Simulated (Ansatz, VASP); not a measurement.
## AlN in VASP and in Ansatz

```
CELL_PARAMETERS angstrom
3.08862 0.00000 0.00000
-1.54431 2.67482 0.00000
0.00000 0.00000 4.94316
ATOMIC_POSITIONS crystal
Al 0.33333 0.66667 0.00001
Al 0.66667 0.33333 0.50001
N 0.33333 0.66667 0.38199
N 0.66667 0.33333 0.88199
```

Alike in both runs: functional LDA; k mesh 9 × 9 × 6; occupations gaussian, width 0.02 eV; no spin polarisation.

Ansatz relaxed the structure, and its values are those at the end. VASP's run is a single point on that final structure, the one shown.

```csv
,VASP,Ansatz
version,VASP 6.6.1,Ansatz 0.2.0
potentials or method,"VASP PAW LDA potentials, release 64 (Al, N), cutoff 520 eV","scalar-relativistic, plane waves, PAW"
valence electrons in the cell,16,16
```

VASP gave:

* gap on the k mesh at the Fermi level (eV): 4.42
* least direct gap on the mesh (eV): 4.42
* pressure (GPa): 0.6

Task: What did Ansatz give for the same quantities?

Result: gap on the k mesh at the Fermi level (eV): 4.42; least direct gap on the mesh (eV): 4.42; pressure (GPa): 0.0.

Ansatz warns that its potentials were made for another functional, while VASP's fit it. LDA's correlation is that of Perdew and Zunger in VASP and of Perdew and Wang (1992) in Ansatz.
